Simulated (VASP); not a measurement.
# As: single point with LDA

The system is As, a slab with vacuum.

```
CELL_PARAMETERS angstrom
3.52150 0.00000 0.00000
-1.76075 3.04970 0.00000
0.00000 0.00000 28.00000
ATOMIC_POSITIONS crystal
As 0.33333 0.66667 0.52458
As 0.66667 0.33333 0.47542
```

```
Program                : VASP 6.6.1
Task                   : single point
Functional             : LDA
Potentials or basis    : VASP PAW LDA potentials, release 64 (As)
Cutoff                 : 520 eV
k mesh                 : 9 × 9 × 1
Occupations            : gaussian, width 0.02 eV
Spin                   : no spin polarisation
Dipole correction      : yes
Further INCAR settings : ALGO = Normal; EDIFF = 1e-07; NBANDS = 12
```

```json
{
  "Largest force": "0.166 eV/Å",
  "Band gap on the k mesh": "1.47 eV, indirect (least direct gap 2.10 eV)"
}
```

Forces on the atoms (eV/Å):
```
As   0.000  0.000  0.166
As   0.000  0.000 -0.166
```

Levels at points of the mesh, in eV from the valence-band top:
| k point | band 1 | band 2 | band 3 | band 4 | band 5 | band 6 | band 7 | band 8 | band 9 | band 10 |
| --- | --- | --- | --- | --- | --- | --- | --- | --- | --- | --- |
| (0.00, 0.00, 0.00) | -14.03 | -7.33 | -0.76 | 0.00 | 0.00 | 2.09 | 3.60 | 3.60 | 4.92 | 5.28 |

It took 36 s on 1 thread of Intel(R) Xeon(R) 6975P-C (Granite Rapids), with other jobs on the host, peak memory 0.3 GiB.
